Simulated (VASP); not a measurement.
Runs of VASP 6.6.1 on GaN. The structure is that of space group P6_3mc (No. 186), or close to it. The cells are those of the table. 

```csv
cell,gap on the mesh (eV),pressure (GPa),largest force (eV/Å)
"a = 3.151, b = 3.151, c = 5.211 Å, angles 90.0, 90.0, 120.0°, 4 atoms",1.93,2.7,-
"a = 3.167, b = 3.167, c = 5.201 Å, angles 90.0, 90.0, 120.0°, 4 atoms",1.92,(c),0.08
"a = 3.198, b = 3.198, c = 5.173 Å, angles 90.0, 90.0, 120.0°, 4 atoms",1.87,-1.6,-
"a = 3.198, b = 3.198, c = 5.170 Å, angles 90.0, 90.0, 120.0°, 4 atoms",1.87,-1.4,0.08
"a = 3.246, b = 3.246, c = 5.123 Å, angles 90.0, 90.0, 120.0°, 4 atoms",1.72,-4.8,0.31
"a = 3.214, b = 3.214, c = 5.160 Å, angles 90.0, 90.0, 120.0°, 4 atoms",1.80,-2.9,-
"a = 3.167, b = 3.167, c = 5.197 Å, angles 90.0, 90.0, 120.0°, 4 atoms",1.92,1.3,-
"a = 3.119, b = 3.119, c = 5.248 Å, angles 90.0, 90.0, 120.0°, 4 atoms",1.97,5.9,0.34
"a = 3.246, b = 3.246, c = 5.135 Å, angles 90.0, 90.0, 120.0°, 4 atoms",1.66,-5.4,-
"a = 3.119, b = 3.119, c = 5.236 Å, angles 90.0, 90.0, 120.0°, 4 atoms",1.95,5.9,-
"a = 3.214, b = 3.214, c = 5.154 Å, angles 90.0, 90.0, 120.0°, 4 atoms",(a),(b),0.16
"a = 3.151, b = 3.151, c = 5.217 Å, angles 90.0, 90.0, 120.0°, 4 atoms",1.94,2.6,0.16
```

Alike in all rows: task single point; level PBEsol; potentials or basis VASP PAW PBE potentials, release 64 (Ga_d, N); no spin polarisation; k mesh 8 × 8 × 4; cutoff (eV) 520; smearing gaussian 0.01 eV.

Task: Fill in the values left out.

Result: (a) 1.83; (b) -2.7; (c) 1.2.

Caveats: the PAW data sets were made with another functional, which shifts forces and pressure a little.

A k mesh can miss the band edges, and the runs leave out spin-orbit coupling on Ga.
